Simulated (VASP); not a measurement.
Here is a VASP 6.6.1 calculation.

The input INCAR:

```
PREC = Accurate ; ENCUT = 520
EDIFF = 1E-8 ; ISMEAR = 0
SIGMA = 0.01 ; LREAL = False
LASPH = True ; NELM = 100
ALGO = Normal ; ISIF = 2
LWAVE = False ; LCHARG = False
GGA = PS ; IBRION = 8
NSW = 1 ; LEPSILON = True
```

KPOINTS

```
Automatic mesh
0
Gamma
  8 8 8
```

The input POSCAR:

```
KF
1.0
    0.0000000000      2.2701161310      2.2701161310
    2.2701161310      0.0000000000      2.2701161310
    2.2701161310      2.2701161310      0.0000000000
K F
1 1
Direct
    0.0000000000      0.0000000000      0.0000000000
    0.5000000000      0.5000000000      0.5000000000
```

Potentials or basis: VASP PAW PBE potentials, release 64 (K_sv, F).

Command:

```bash
$ cat potpaw_PBE.64/K_sv/POTCAR potpaw_PBE.64/F/POTCAR > POTCAR
$ mpirun -np 1 vasp_std > vasp.out
```

(1) Estimate the electronic dielectric tensor (diagonal).

(2) Estimate the Born charges (mean of the diagonal).

(3) Estimate the highest phonon frequency at Γ, LO-TO splitting left out.

Results:

(1) 2.43.

(2) K +1.27; F -1.27 e.

(3) 452 cm⁻¹.

Caveat: the cell stands under pressure or tension, which shifts response properties.
